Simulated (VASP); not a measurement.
# HgTe (F-43m) in VASP: notebook, part 2 of 2

VASP 6.6.1. The steps go on from the part before.

## (4) Relaxation of cell and atoms, LDA

This run uses another cell than the first one, of 33.50 Å³/atom.

Contents of INCAR:

```
ALGO = Normal
EDIFF = 1E-6
EDIFFG = -0.005
ENCUT = 600
IBRION = 2
ISIF = 3
ISMEAR = 0
LASPH = T
LCHARG = F
LREAL = F
LWAVE = F
NELM = 100
NSW = 100
PREC = Accurate
SIGMA = 0.1
```

Contents of KPOINTS:

```
k-points
0
Gamma
  12 12 12
```

Contents of POSCAR:

```
HgTe
1.0
    0.0000000000      3.2235000000      3.2235000000
    3.2235000000      0.0000000000      3.2235000000
    3.2235000000      3.2235000000      0.0000000000
Hg Te
1 1
Direct
    0.0000000000      0.0000000000      0.0000000000
    0.7500000000      0.7500000000      0.7500000000
```

The run is started by

```
> cat potpaw_LDA.64/Hg/POTCAR potpaw_LDA.64/Te/POTCAR > POTCAR
> mpirun -np 1 vasp_std > vasp.out
```

Run time: 74 s. Hardware: 1 thread of AMD EPYC 7R43 (Zen 3), shared host; peak memory 0.2 GiB.

It converged, with:

```yaml
Free_energy: -5.0389 eV
Pressure_after_relaxing: 0.0 GPa
Band_gap_on_the_k_mesh: zero (filled and empty bands touch)
```

Final structure:
```cif
data_structure
_symmetry_space_group_name_H-M 'P 1'
_symmetry_Int_Tables_number 1
_cell_length_a 4.5587
_cell_length_b 4.5587
_cell_length_c 4.5587
_cell_angle_alpha 60.000
_cell_angle_beta 60.000
_cell_angle_gamma 60.000
_cell_volume 66.99
loop_
_atom_site_label
_atom_site_type_symbol
_atom_site_fract_x
_atom_site_fract_y
_atom_site_fract_z
_atom_site_occupancy
Hg1 Hg 0.00000 0.00000 0.00000 1
Te1 Te 0.75000 0.75000 0.75000 1
```

Levels at points of the mesh, in eV from the Fermi level:
| k point | band 6 | band 7 | band 8 | band 9 | band 10 | band 11 | band 12 | band 13 |
| --- | --- | --- | --- | --- | --- | --- | --- | --- |
| (0.00, 0.00, 0.00) | -6.94 | -0.91 | -0.06 | -0.06 | -0.06 | 4.08 | 4.08 | 4.08 |
| (0.50, 0.00, 0.00) | -6.63 | -5.66 | -1.07 | -1.07 | 0.54 | 4.89 | 4.89 | 6.57 |
| (0.50, 0.50, 0.00) | -6.49 | -5.58 | -2.39 | -2.39 | 1.76 | 2.24 | 7.99 | 8.73 |

Caveat: the relaxation stopped at its first step, so nothing moved; semilocal functionals underestimate gaps, so a narrow gap can read as zero; spin-orbit coupling is left out, which moves the levels of the heavy elements.

## (5) Single point, LDA

This run uses another cell than the first one, of 32.65 Å³/atom.

Contents of INCAR:

```
SYSTEM = HgTe
ALGO = Normal ; EDIFF = 1E-7
ENCUT = 520 ; ISIF = 2
ISMEAR = -1 ; LASPH = .True.
LCHARG = .False. ; LREAL = .False.
LWAVE = .False. ; NBANDS = 16
NELM = 80 ; PREC = Accurate
SIGMA = 0.15
```

Contents of KPOINTS:

```
k-points
0
Gamma
  12 12 12
  0 0 0
```

Contents of POSCAR:

```
HgTe
1.0
    0.0000000000      3.1962972885      3.1962972885
    3.1962972885      0.0000000000      3.1962972885
    3.1962972885      3.1962972885      0.0000000000
Hg Te
1 1
Direct
    0.0000000000      0.0000000000      0.0000000000
    0.7500000000      0.7500000000      0.7500000000
```

The run is started by

```
> cat potpaw_LDA.64/Hg/POTCAR potpaw_LDA.64/Te/POTCAR > POTCAR
> mpirun -np 1 vasp_std > vasp.out
```

Wall time 78 s (1 thread of AMD EPYC 9R14 (Zen 4), shared host); peak memory 0.19 GiB.

It converged, with:

| Quantity | Value |
| --- | --- |
| Free energy | -5.0340 eV |
| Pressure | 1.3 GPa |
| Band gap on the k mesh | zero (filled and empty bands touch) |

Levels at points of the mesh, in eV from the Fermi level:
```csv
k point,band 6,band 7,band 8,band 9,band 10,band 11,band 12,band 13
"(0.00, 0.00, 0.00)",-7.24,-1.03,-0.24,-0.24,-0.24,3.86,3.86,3.86
"(0.50, 0.00, 0.00)",-6.92,-6.01,-1.31,-1.31,0.36,4.68,4.68,6.38
"(0.50, 0.50, 0.00)",-6.76,-5.90,-2.68,-2.68,1.56,2.00,7.91,8.65
```

Caveat: semilocal functionals underestimate gaps, so a narrow gap can read as zero; spin-orbit coupling is left out, which moves the levels of the heavy elements.

## (6) Relaxation of cell and atoms, LDA, target pressure 1 GPa, at which the enthalpy is minimised

Contents of INCAR:

```
PREC = Accurate
ENCUT = 600
EDIFF = 1E-6
ISMEAR = -1
SIGMA = 0.15
LREAL = F
LASPH = T
NELM = 80
ALGO = Normal
ISIF = 3
LWAVE = F
LCHARG = F
IBRION = 2
NSW = 80
EDIFFG = -0.001
PSTRESS = 10.0
```

Contents of KPOINTS:

```
regular mesh
0
Gamma
  12 12 12
```

Contents of POSCAR:

```
HgTe
1.0
    0.0000000000      3.2177784199      3.2177784199
    3.2177784199      0.0000000000      3.2177784199
    3.2177784199      3.2177784199      0.0000000000
Hg Te
1 1
Direct
    0.0000000000      0.0000000000      0.0000000000
    0.7500000000      0.7500000000      0.7500000000
```

Potentials or basis: VASP PAW LDA potentials, release 64 (Hg, Te).

The run is started by

```
> cat potpaw_LDA.64/Hg/POTCAR potpaw_LDA.64/Te/POTCAR > POTCAR
> mpirun -np 1 vasp_std > vasp.out
```

OUTCAR:

```text
PREC = Accurate
   ENCUT = 600
   EDIFF = 1E-6
   ISMEAR = -1
   LREAL = F
   LASPH = T
   NELM = 80
   ISIF = 3
   IBRION = 2
   NSW = 80
   EDIFFG = -0.001
   PSTRESS = 10.0

 ion  position               nearest neighbor table
   1  0.000  0.000  0.000-   2 2.79   2 2.79   2 2.79   2 2.79
   2  0.750  0.750  0.750-   1 2.79   1 2.79   1 2.79   1 2.79

  LATTYP: Found a face centered cubic cell.
 ALAT       =     6.4355568398

  Lattice vectors:

 A1 = (   0.0000000000,   3.2177784199,   3.2177784199)
 A2 = (   3.2177784199,   0.0000000000,   3.2177784199)
 A3 = (   3.2177784199,   3.2177784199,   0.0000000000)

Analysis of symmetry for initial positions (statically):
=====================================================================
 Subroutine PRICEL returns:
 Original cell was already a primitive cell.

 Routine SETGRP: Setting up the symmetry group for a
 face centered cubic supercell.

 Subroutine GETGRP returns: Found 24 space group operations
 (whereof 24 operations were pure point group operations)
 out of a pool of 48 trial point group operations.

The static configuration has the point symmetry T_d .

Analysis of symmetry for dynamics (positions and initial velocities):
=====================================================================
 Subroutine PRICEL returns:
[... 348 lines left out ...]

 number of electron      17.9999999 magnetization

 Free energy of the ion-electron system (eV)
  ---------------------------------------------------
  ext. energy  EPLUGINS =         0.00000000
  ---------------------------------------------------
  free energy    TOTEN  =        -5.03705164 eV

  energy without entropy =       -5.02980209  energy(sigma->0) =       -5.03342687

 E-fermi :   3.4394     XC(G=0):  -9.2195

 val. band max:        3.1976493382   @ k =   0.0000   0.0000   0.0000
 cond. band min:       3.6144811766   @ k =   0.0833   0.0000   0.0000
 fundamental gap:      0.4168318385
 Fermi energy:         3.4394250098

 k-point     1 :       0.0000    0.0000    0.0000
  band No.  band energies     occupation
      1      -9.0437      2.00000
      2      -4.3400      2.00000
      3      -4.3400      2.00000
      4      -4.3400      2.00000
      5      -3.7731      2.00000
      6      -3.7731      2.00000
      7       2.3975      1.99808
      8       3.1976      1.66733
      9       3.1976      1.66733
     10       3.1976      1.66733
     11       7.3070      0.00000
     12       7.3070      0.00000
     13       7.3070      0.00000
[... 354 lines left out ...]
  band No.  band energies     occupation
      1      -8.3736      2.00000
      2      -4.1873      2.00000
      3      -4.1592      2.00000
      4      -3.7954      2.00000
      5      -3.7627      2.00000
      6      -3.4430      2.00000
      7      -2.3598      2.00000
      8       0.9109      2.00000
      9       1.8894      1.99993
     10       4.9623      0.00008
     11       7.6020      0.00000
     12       8.7094      0.00000
     13       9.8385      0.00000

 [... further k-points ...]

------------------------ aborting loop because EDIFF is reached ----------------------------------------

  FORCE on cell =-STRESS in cart. coord.  units (eV):
  Direction    XX          YY          ZZ          XY          YZ          ZX
  --------------------------------------------------------------------------------------
  -------------------------------------------------------------------------------------
  Total        0.4089945      0.4089945      0.4089945      0.0000000      0.0000000      0.0000000
  in kB        9.9717667      9.9717667      9.9717667      0.0000000      0.0000000      0.0000000
  external PRESSURE =      -0.0282333 kB  Pullay stress =      10.0000000 kB
[... 21 lines left out ...]
  energy  without entropy=       -5.0298020939  energy(sigma->0) =       -5.03342687

  enthalpy is  TOTEN    =        -4.6268991215 eV   P V=        0.4101525177

 reached required accuracy - stopping structural energy minimisation
```

Run time: 5 min. Hardware: 1 thread of AMD EPYC 9R14 (Zen 4), shared host; peak memory 0.2 GiB.

What came out:

| Item | Value |
| --- | --- |
| Free energy | -5.0371 eV |
| Relaxed volume | 32.86 Å³/atom |
| Relaxed cell | a = 4.530 Å, b = 4.530 Å, c = 4.530 Å, α = 60.00°, β = 60.00°, γ = 60.00° |
| Space group after relaxing (to 0.1 Å) | F-43m (No. 216) |
| Energy change on relaxing (the run minimises the enthalpy) | +1.8 meV/atom |
| Ionic steps | 13 |
| Pressure after relaxing | 1.0 GPa |
| Band gap on the k mesh | zero (filled and empty bands touch) |

The path:
```tsv
step	energy change (eV)	largest force (eV/Å)	pressure (GPa)	volume (Å³)
1	0.0000	0.0000	0.29	66.63
2	0.0074	0.0000	1.40	65.22
3	0.0037	0.0000	1.06	65.72
4	0.0033	0.0000	0.95	65.79
5	0.0035	0.0000	0.95	65.75
6	0.0036	0.0000	0.97	65.73
7	0.0036	0.0000	0.98	65.73
8	0.0036	0.0000	0.99	65.73
9	0.0036	0.0000	0.99	65.73
10	0.0036	0.0000	0.99	65.73
11	0.0036	0.0000	0.98	65.72
12	0.0037	0.0000	0.98	65.72
13	0.0037	0.0000	1.00	65.71
```

Final structure:
```xyz
2
Lattice="0.0000 3.2029 3.2029 3.2029 0.0000 3.2029 3.2029 3.2029 0.0000" Properties=species:S:1:pos:R:3 pbc="T T T"
Hg    3.2029    6.4058    3.2029
Te    4.8043    4.8043    4.8043
```

Caveat: the cell is relaxed towards a set pressure, so the run minimises the enthalpy, not the energy; semilocal functionals underestimate gaps, so a narrow gap can read as zero; spin-orbit coupling is left out, which moves the levels of the heavy elements. Zero-point motion and thermal expansion aren't in these numbers.

## (7) The runs side by side

```csv
task,cell,cutoff (eV),smearing,gap on the mesh (eV),pressure (GPa)
relaxation of cell and atoms,"relaxed from a = 4.550 Å, angles 60.0°, 2 atoms",600,fermi-dirac 0.15 eV,none,0.0
relaxation of cell and atoms,"relaxed to 20 GPa from a = 4.551 Å, angles 60.0°, 2 atoms",600,fermi-dirac 0.15 eV,none,20.0
relaxation of cell and atoms,"relaxed from a = 4.559 Å, angles 60.0°, 2 atoms",600,gaussian 0.1 eV,none,0.0
single point,"a = 4.520 Å, angles 60.0°, 2 atoms",520,fermi-dirac 0.15 eV,none,1.3
relaxation of cell and atoms,"relaxed to 1 GPa from a = 4.551 Å, angles 60.0°, 2 atoms",600,fermi-dirac 0.15 eV,none,1.0
```

Alike in all rows: level LDA; potentials or basis VASP PAW LDA potentials, release 64 (Hg, Te); no spin polarisation; k mesh 12 × 12 × 12.

Caveats: semilocal functionals underestimate gaps, so a narrow gap can read as zero; spin-orbit coupling is left out, which moves the levels of the heavy elements; the cell is relaxed towards a set pressure, so the run minimises the enthalpy, not the energy (at least some runs); the volume moved by over 15 % at a fixed basis, so the end points are rough (at least some runs); the relaxation stopped at its first step, so nothing moved (at least some runs).

Total energies depend on the potentials used, so only differences within one code and one set of settings carry meaning.
